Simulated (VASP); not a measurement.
# SnSe (Fm-3m) in VASP: settings compared

SnSe is run at these levels: PBE+D4, revPBE, BLYP+D3(BJ); tasks: single point.

Everything below comes from runs of VASP 6.6.1. Logs are shortened: lines on timing, memory, paths and dates and some standing lists are left out, and cuts for length are marked.

## Step 1: The cell of the first run

The structure is cubic, space group Fm-3m (No. 225). Conventional cell: a = 6.060 Å, b = 6.060 Å, c = 6.060 Å, α = 90.00°, β = 90.00°, γ = 90.00°. Sn (site symmetry m-3m) has 6 Se at 3.03 Å within 4.0 Å. Se (site symmetry m-3m) has 6 Sn at 3.03 Å within 4.0 Å.

## Step 2: Single point, PBE+D4

Input file INCAR:

```
SYSTEM = SnSe
ALGO = Normal
EDIFF = 1E-7
ENCUT = 520
GGA = PE
ISIF = 2
ISMEAR = -1
IVDW = 13
LASPH = .TRUE.
LCHARG = .FALSE.
LREAL = .FALSE.
LWAVE = .FALSE.
NBANDS = 17
NELM = 80
PREC = Accurate
SIGMA = 0.05
```

Input file KPOINTS:

```
k-points
0
G
  8 8 8
  0 0 0
```

Input file POSCAR:

```
SnSe
1.0
    0.0000000000      3.0299343558      3.0299343558
    3.0299343558      0.0000000000      3.0299343558
    3.0299343558      3.0299343558      0.0000000000
Sn Se
1 1
Direct
    0.0000000000      0.0000000000      0.0000000000
    0.5000000000      0.5000000000      0.5000000000
```

Potentials or basis: VASP PAW PBE potentials, release 64 (Sn_d, Se).

Run with:

```sh
$ cat potpaw_PBE.64/Sn_d/POTCAR potpaw_PBE.64/Se/POTCAR > POTCAR
$ mpirun -np 1 vasp_std > vasp.out
```

OUTCAR:

```text
SYSTEM = SnSe
   EDIFF = 1E-7
   ENCUT = 520
   GGA = PE
   ISIF = 2
   ISMEAR = -1
   IVDW = 13
   LASPH = .TRUE.
   LREAL = .FALSE.
   NELM = 80
   PREC = Accurate

 ion  position               nearest neighbor table
   1  0.000  0.000  0.000-   2 3.03   2 3.03   2 3.03   2 3.03   2 3.03   2 3.03
   2  0.500  0.500  0.500-   1 3.03   1 3.03   1 3.03   1 3.03   1 3.03   1 3.03

  LATTYP: Found a face centered cubic cell.
 ALAT       =     6.0598687116

  Lattice vectors:

 A1 = (   0.0000000000,   3.0299343558,   3.0299343558)
 A2 = (   3.0299343558,   0.0000000000,   3.0299343558)
 A3 = (   3.0299343558,   3.0299343558,   0.0000000000)

Analysis of symmetry for initial positions (statically):
=====================================================================
 Subroutine PRICEL returns:
 Original cell was already a primitive cell.

 Routine SETGRP: Setting up the symmetry group for a
 face centered cubic supercell.

 Subroutine GETGRP returns: Found 48 space group operations
[... 9 lines left out ...]

 Routine SETGRP: Setting up the symmetry group for a
 face centered cubic supercell.

 Subroutine GETGRP returns: Found 48 space group operations
[... 11 lines left out ...]
                                     Primitive cell

  volume of cell :      55.6326

  direct lattice vectors                    reciprocal lattice vectors
     0.000000000  3.029934356  3.029934356    -0.165020077  0.165020077  0.165020077
     3.029934356  0.000000000  3.029934356     0.165020077 -0.165020077  0.165020077
     3.029934356  3.029934356  0.000000000     0.165020077  0.165020077 -0.165020077

  length of vectors
     4.284974259  4.284974259  4.284974259     0.285823157  0.285823157  0.285823157

  position of ions in fractional coordinates (direct lattice)
     0.000000000  0.000000000  0.000000000
     0.500000000  0.500000000  0.500000000

  ion indices of the primitive-cell ions
   primitive index   ion index
                 1           1
                 2           2

----------------------------------------------------------------------------------------

 KPOINTS: k-points

Automatic generation of k-mesh.
 Grid dimensions read from file:
 generate k-points for:    8    8    8

 Generating k-lattice:

  Cartesian coordinates                     Fractional coordinates (reciprocal lattice)
    -0.020627510  0.020627510  0.020627510     0.125000000  0.000000000  0.000000000
     0.020627510 -0.020627510  0.020627510     0.000000000  0.125000000  0.000000000
     0.020627510  0.020627510 -0.020627510     0.000000000  0.000000000  0.125000000

  Length of vectors
     0.035727895  0.035727895  0.035727895

  Shift w.r.t. Gamma in fractional coordinates (k-lattice)
     0.000000000  0.000000000  0.000000000

 Subroutine IBZKPT returns following result:
 ===========================================

 Found     29 irreducible k-points:

 Following reciprocal coordinates:
            Coordinates               Weight
  0.000000  0.000000  0.000000      1.000000
  0.125000  0.000000  0.000000      8.000000
  0.250000  0.000000  0.000000      8.000000
  0.375000  0.000000  0.000000      8.000000
  0.500000  0.000000  0.000000      4.000000
  0.125000  0.125000  0.000000      6.000000
[... 16 lines left out ...]
  0.500000  0.250000  0.125000     48.000000
 -0.375000  0.250000  0.125000     24.000000
 [... further k-points ...]
   k-points           NKPTS =     29   k-points in BZ     NKDIM =     29   number of bands    NBANDS=     17
   number of dos      NEDOS =    301   number of ions     NIONS =      2
   total plane-waves  NPLWV =  32768
   dimension x,y,z NGX =    32 NGY =   32 NGZ =   32
   dimension x,y,z NGXF=    64 NGYF=   64 NGZF=   64
   ions per type =               1   1
   NGX,Y,Z   is equivalent  to a cutoff of  12.42, 12.42, 12.42 a.u.
   NGXF,Y,Z  is equivalent  to a cutoff of  24.83, 24.83, 24.83 a.u.
 SYSTEM =  SnSe
   PREC   = accura    normal or accurate (medium, high low for compatibility)
   ISTART =      0    job   : 0-new  1-cont  2-samecut
   ICHARG =      2    charge: 1-file 2-atom 10-const
   ISPIN  =      1    spin polarized calculation?
   LNONCOLLINEAR =      F non collinear calculations
   LSORBIT =      F    spin-orbit coupling
   LASPH  =      T    aspherical Exc in radial PAW
   ENCUT  =  520.0 eV  38.22 Ry    6.18 a.u.   7.97  7.97  7.97*2*pi/ulx,y,z
   NELM   =     80;   NELMIN=  2; NELMDL= -5     # of ELM steps
   EDIFF  = 0.1E-06   stopping-criterion for ELM
   LREAL  =      F    real-space projection
   EDIFFG = 0.1E-05   stopping-criterion for IOM
   NSW    =      0    number of steps for IOM
   IBRION =     -1    ionic relax: 0-MD 1-quasi-New 2-CG
   NFREE  =      0    steps in history (QN), initial steepest desc. (CG)
   ISIF   =      2    stress and relaxation
   ISYM   =      2    0-nonsym 1-usesym 2-fastsym
   POTIM  = 0.5000    time-step for ionic-motion
   TEBEG  =    0.0;   TEEND  =   0.0 temperature during run
   PSTRESS=    0.0 pullay stress
   NELECT =      20.0000    total number of electrons
   NUPDOWN=      -1.0000    fix difference up-down
   EMIN   =  10.00;   EMAX   =-10.00  energy-range for DOS
   EFERMI =   0.00;   METHOD = LEGACY
   ISMEAR =    -1;   SIGMA  =   0.05  broadening in eV -4-tet -1-fermi 0-gaus
   EFERMI_NEDOS =   21; number of points for ismear=-14 and -15
   IALGO  =     38    algorithm
   IMIX   =      4    mixing-type and parameters
     AMIX     =   0.40;   BMIX     =  1.00
     AMIX_MAG =   1.60;   BMIX_MAG =  1.00
  volume/ion in A,a.u.               =      27.82       187.71
  Fermi-wavevector in a.u.,A,eV,Ry     =   1.164059  2.199752 18.436344  1.355033
  Thomas-Fermi vector in A             =   2.300601
   LORBIT       =      0    0 simple, 1 ext, 2 COOP (PROOUT), +10 PAW based schemes
   GGA     = PE    functional components
   LHFCALC =     F    Hartree Fock is set to
   AEXX    =    0.0000 exact exchange contribution
   IVDW    =    13    specifies the selected vdW correction
   LEPSILON=     F    determine dielectric tensor
   LRPA    =     F    only Hartree local field effects (RPA)
 non-spin polarized calculation
  energy-cutoff  :      520.00
  volume of cell :       55.63
 maximum number of plane-waves:      1524
   NGX = 15   NGY = 15   NGZ = 15

 number of electron      19.9999999 magnetization

 Free energy of the ion-electron system (eV)
  ---------------------------------------------------
  ext. energy  EPLUGINS =         0.00000000
  ---------------------------------------------------
  free energy    TOTEN  =        -8.22201353 eV

  energy without entropy =       -8.22193493  energy(sigma->0) =       -8.22197423

 E-fermi :   5.6237     XC(G=0):  -9.5095

 val. band max:        5.3802668713   @ k =   0.5000   0.0000   0.0000
 cond. band min:       5.8769980788   @ k =   0.5000   0.0000   0.0000
 fundamental gap:      0.4967312076
 Fermi energy:         5.6236835824

 k-point     1 :       0.0000    0.0000    0.0000
  band No.  band energies     occupation
      1     -16.2421      2.00000
      2     -16.2421      2.00000
      3     -16.2421      2.00000
      4     -16.2392      2.00000
      5     -16.2392      2.00000
      6      -8.3644      2.00000
[... 9 lines left out ...]
     16      11.2600      0.00000
     17      13.5033      0.00000

 k-point     2 :       0.1250    0.0000    0.0000
  band No.  band energies     occupation
      1     -16.2418      2.00000
      2     -16.2416      2.00000
      3     -16.2416      2.00000
      4     -16.2391      2.00000
      5     -16.2391      2.00000
      6      -8.2595      2.00000
[... 9 lines left out ...]
     16      11.6211      0.00000
     17      14.4974      0.00000

 k-point     3 :       0.2500    0.0000    0.0000
  band No.  band energies     occupation
      1     -16.2435      2.00000
      2     -16.2435      2.00000
      3     -16.2410      2.00000
      4     -16.2355      2.00000
      5     -16.2355      2.00000
      6      -7.9779      2.00000
[... 9 lines left out ...]
     16      12.5660      0.00000
     17      16.6185      0.00000

 k-point     4 :       0.3750    0.0000    0.0000
  band No.  band energies     occupation
      1     -16.2460      2.00000
      2     -16.2460      2.00000
      3     -16.2401      2.00000
      4     -16.2314      2.00000
      5     -16.2314      2.00000
      6      -7.6400      2.00000
[... 9 lines left out ...]
     16      14.0202      0.00000
     17      16.6773      0.00000

 k-point     5 :       0.5000    0.0000    0.0000
  band No.  band energies     occupation
      1     -16.2470      2.00000
      2     -16.2470      2.00000
      3     -16.2398      2.00000
      4     -16.2297      2.00000
      5     -16.2297      2.00000
      6      -7.4756      2.00000
[... 9 lines left out ...]
     16      15.5504      0.00000
     17      15.5504      0.00000

 k-point     6 :       0.1250    0.1250    0.0000
  band No.  band energies     occupation
      1     -16.2430      2.00000
      2     -16.2418      2.00000
      3     -16.2399      2.00000
      4     -16.2399      2.00000
      5     -16.2382      2.00000
      6      -8.2246      2.00000
[... 9 lines left out ...]
     16      12.2636      0.00000
     17      13.7025      0.00000
[... 281 lines left out ...]
 k-point    21 :       0.5000    0.5000    0.0000
  band No.  band energies     occupation
      1     -16.2644      2.00000
      2     -16.2481      2.00000
      3     -16.2323      2.00000
      4     -16.2261      2.00000
      5     -16.2261      2.00000
      6      -7.2173      2.00000
[... 9 lines left out ...]
     16      16.8148      0.00000
     17      17.9498      0.00000

 k-point    22 :       0.3750    0.2500    0.1250
  band No.  band energies     occupation
      1     -16.2482      2.00000
      2     -16.2426      2.00000
      3     -16.2401      2.00000
      4     -16.2345      2.00000
      5     -16.2322      2.00000
      6      -7.7552      2.00000
[... 9 lines left out ...]
     16      14.7342      0.00000
     17      14.9049      0.00000

 k-point    23 :       0.5000    0.2500    0.1250
  band No.  band energies     occupation
      1     -16.2505      2.00000
      2     -16.2418      2.00000
      3     -16.2398      2.00000
      4     -16.2327      2.00000
      5     -16.2304      2.00000
      6      -7.4710      2.00000
[... 9 lines left out ...]
     16      15.0025      0.00000
     17      16.3599      0.00000

 k-point    24 :      -0.3750    0.2500    0.1250
  band No.  band energies     occupation
      1     -16.2513      2.00000
      2     -16.2426      2.00000
      3     -16.2373      2.00000
      4     -16.2339      2.00000
      5     -16.2292      2.00000
      6      -7.3382      2.00000
[... 9 lines left out ...]
     16      16.1027      0.00000
     17      16.2029      0.00000

 [... further k-points ...]

------------------------ aborting loop because EDIFF is reached ----------------------------------------

  DFT-D4 for vdW energy calculation

  Edisp (eV):   -0.76306

  FORCE on cell =-STRESS in cart. coord.  units (eV):
  Direction    XX          YY          ZZ          XY          YZ          ZX
  --------------------------------------------------------------------------------------
  -------------------------------------------------------------------------------------
  Total      -0.57448    -0.57448    -0.57448     0.00000     0.00000    -0.00000
  in kB     -16.54456   -16.54456   -16.54456     0.00000     0.00000    -0.00000
  external pressure =      -16.54 kB  Pullay stress =        0.00 kB

 VOLUME and BASIS-vectors are now :
 -----------------------------------------------------------------------------
  energy-cutoff  :      520.00
  volume of cell :       55.63
      direct lattice vectors                 reciprocal lattice vectors
     0.000000000  3.029934356  3.029934356    -0.165020077  0.165020077  0.165020077
     3.029934356  0.000000000  3.029934356     0.165020077 -0.165020077  0.165020077
     3.029934356  3.029934356  0.000000000     0.165020077  0.165020077 -0.165020077

 POSITION                                       TOTAL-FORCE (eV/Angst)
 -----------------------------------------------------------------------------------
      0.00000      0.00000      0.00000         0.000000     -0.000000      0.000000
      3.02993      3.02993      3.02993         0.000000      0.000000     -0.000000
 -----------------------------------------------------------------------------------
    total drift:                                0.000000     -0.000000     -0.000000

  FREE ENERGIE OF THE ION-ELECTRON SYSTEM (eV)
  ---------------------------------------------------
  free  energy   TOTEN  =        -8.9850696893 eV

  energy  without entropy=       -8.9849910893  energy(sigma->0) =       -8.98503039
```

Run time: 19 s. Hardware: 1 thread of Intel Xeon Platinum 8488C (Sapphire Rapids), shared host; peak memory 0.18 GiB.

Results:

| Quantity | Value |
| --- | --- |
| Free energy | -8.9851 eV |
| Pressure | -1.7 GPa |
| Band gap on the k mesh | 0.50 eV, direct |
| Dispersion energy per atom | -0.382 eV |

Caveat: spin-orbit coupling is left out, which moves the levels of the heavy elements.

## Step 3: Single point, revPBE

Input file INCAR:

```
PREC = Accurate
ENCUT = 520
EDIFF = 1E-6
ISMEAR = -1
SIGMA = 0.05
LREAL = F
LASPH = T
NELM = 80
ALGO = Normal
ISIF = 2
LWAVE = F
LCHARG = F
GGA = RE
NBANDS = 17
```

Input file KPOINTS:

```
Automatic mesh
0
Gamma
  8 8 8
```

POSCAR is that of step 2.

Potentials or basis: VASP PAW PBE potentials, release 64 (Sn_d, Se).

Run with:

```sh
$ cat potpaw_PBE.64/Sn_d/POTCAR potpaw_PBE.64/Se/POTCAR > POTCAR
$ mpirun -np 1 vasp_std > vasp.out
```

OUTCAR:

```text
PREC = Accurate
   ENCUT = 520
   EDIFF = 1E-6
   ISMEAR = -1
   LREAL = F
   LASPH = T
   NELM = 80
   ISIF = 2
   GGA = RE

 ion  position               nearest neighbor table
   1  0.000  0.000  0.000-   2 3.03   2 3.03   2 3.03   2 3.03   2 3.03   2 3.03
   2  0.500  0.500  0.500-   1 3.03   1 3.03   1 3.03   1 3.03   1 3.03   1 3.03

  LATTYP: Found a face centered cubic cell.
 ALAT       =     6.0598687116

  Lattice vectors:

 A1 = (   0.0000000000,   3.0299343558,   3.0299343558)
 A2 = (   3.0299343558,   0.0000000000,   3.0299343558)
 A3 = (   3.0299343558,   3.0299343558,   0.0000000000)

Analysis of symmetry for initial positions (statically):
=====================================================================
 Subroutine PRICEL returns:
 Original cell was already a primitive cell.

 Routine SETGRP: Setting up the symmetry group for a
 face centered cubic supercell.

 Subroutine GETGRP returns: Found 48 space group operations
[... 9 lines left out ...]

 Routine SETGRP: Setting up the symmetry group for a
 face centered cubic supercell.

[... 142 lines left out ...]

 Free energy of the ion-electron system (eV)
  ---------------------------------------------------
  ext. energy  EPLUGINS =         0.00000000
  ---------------------------------------------------
  free energy    TOTEN  =        -7.61538040 eV

  energy without entropy =       -7.61528491  energy(sigma->0) =       -7.61533266

 E-fermi :   5.7439     XC(G=0):  -9.4181

 val. band max:        5.5143325720   @ k =   0.5000   0.0000   0.0000
 cond. band min:       5.9808970002   @ k =   0.5000   0.0000   0.0000
 fundamental gap:      0.4665644282
 Fermi energy:         5.7438800017

 k-point     1 :       0.0000    0.0000    0.0000
  band No.  band energies     occupation
      1     -16.2127      2.00000
      2     -16.2127      2.00000
      3     -16.2127      2.00000
      4     -16.2075      2.00000
      5     -16.2075      2.00000
      6      -8.2648      2.00000
[... 457 lines left out ...]
      4     -16.2043      2.00000
      5     -16.1996      2.00000
      6      -7.2392      2.00000
[... 9 lines left out ...]
     16      16.2201      0.00000
     17      16.2942      0.00000

 [... further k-points ...]
[... 5 lines left out ...]
  --------------------------------------------------------------------------------------
  -------------------------------------------------------------------------------------
  Total        0.3675522      0.3675522      0.3675522      0.0000000      0.0000000     -0.0000000
  in kB       10.5852212     10.5852212     10.5852212      0.0000000      0.0000000     -0.0000000
  external PRESSURE =      10.5852212 kB  Pullay stress =       0.0000000 kB

 VOLUME and BASIS-vectors are now :
 -----------------------------------------------------------------------------
  energy-cutoff  :      520.00
  volume of cell :       55.63
      direct lattice vectors                 reciprocal lattice vectors
     0.000000000  3.029934356  3.029934356    -0.165020077  0.165020077  0.165020077
     3.029934356  0.000000000  3.029934356     0.165020077 -0.165020077  0.165020077
     3.029934356  3.029934356  0.000000000     0.165020077  0.165020077 -0.165020077

 POSITION                                       TOTAL-FORCE (eV/Angst)
 -----------------------------------------------------------------------------------
      0.00000      0.00000      0.00000         0.000000     -0.000000      0.000000
      3.02993      3.02993      3.02993        -0.000000      0.000000     -0.000000
 -----------------------------------------------------------------------------------
    total drift:                                0.000000     -0.000000     -0.000000

  FREE ENERGIE OF THE ION-ELECTRON SYSTEM (eV)
  ---------------------------------------------------
  free  energy   TOTEN  =        -7.6153804017 eV

  energy  without entropy=       -7.6152849096  energy(sigma->0) =       -7.61533266
```

OSZICAR:

```text
N       E                     dE             d eps       ncg     rms          rms(c)
DAV:   1     0.134161457761E+03    0.13416E+03   -0.99143E+03  1002   0.141E+03
DAV:   2     0.465046644456E+01   -0.12951E+03   -0.12538E+03  1091   0.348E+02
DAV:   3    -0.747898789571E+01   -0.12129E+02   -0.12054E+02  1180   0.929E+01
DAV:   4    -0.779640009998E+01   -0.31741E+00   -0.31722E+00  1253   0.160E+01
DAV:   5    -0.780514020500E+01   -0.87401E-02   -0.87397E-02  1299   0.260E+00    0.310E+00
DAV:   6    -0.761099424664E+01    0.19415E+00   -0.48181E-01  1404   0.384E+00    0.185E+00
DAV:   7    -0.761156404080E+01   -0.56979E-03   -0.92240E-02  1139   0.135E+00    0.940E-01
DAV:   8    -0.761542910010E+01   -0.38651E-02   -0.11416E-02  1178   0.919E-01    0.141E-01
DAV:   9    -0.761521221428E+01    0.21689E-03   -0.16188E-03  1394   0.330E-01    0.611E-02
DAV:  10    -0.761536445470E+01   -0.15224E-03   -0.30437E-04  1157   0.958E-02    0.157E-02
DAV:  11    -0.761537964613E+01   -0.15191E-04   -0.40609E-05  1234   0.532E-02    0.351E-03
DAV:  12    -0.761538040174E+01   -0.75561E-06   -0.29586E-06  1211   0.140E-02
   1 F= -.76153804E+01 E0= -.76153327E+01  d E =-.954921E-04
```

stdout:

```text
POSCAR found type information on POSCAR SnSe
 POSCAR found :  2 types and       2 ions
 scaLAPACK will be used
 -----------------------------------------------------------------------------
|                                                                             |
|                                                                             |
|     You enforced a specific xc type in the INCAR file but a different       |
|     I HOPE YOU KNOW WHAT YOU ARE DOING!                                     |
|                                                                             |
 -----------------------------------------------------------------------------

 LDA part: xc-table for (Slater+PW92), standard interpolation
 POSCAR, INCAR and KPOINTS ok, starting setup
 FFT: planning ... GRIDC
 FFT: planning ... GRID_SOFT
 FFT: planning ... GRID
 WAVECAR not read
 entering main loop
```

Wall time 17 s (1 thread of Intel Xeon Platinum 8488C (Sapphire Rapids), shared host); peak memory 0.18 GiB.

Results:

- Free energy: -7.6154 eV
- Pressure: 1.1 GPa
- Band gap on the k mesh: 0.47 eV, direct

Caveat: the PAW data sets were made with another functional, which shifts forces and pressure a little; spin-orbit coupling is left out, which moves the levels of the heavy elements. A k mesh can miss the band edges.

(Continued in part 2 of 2.)
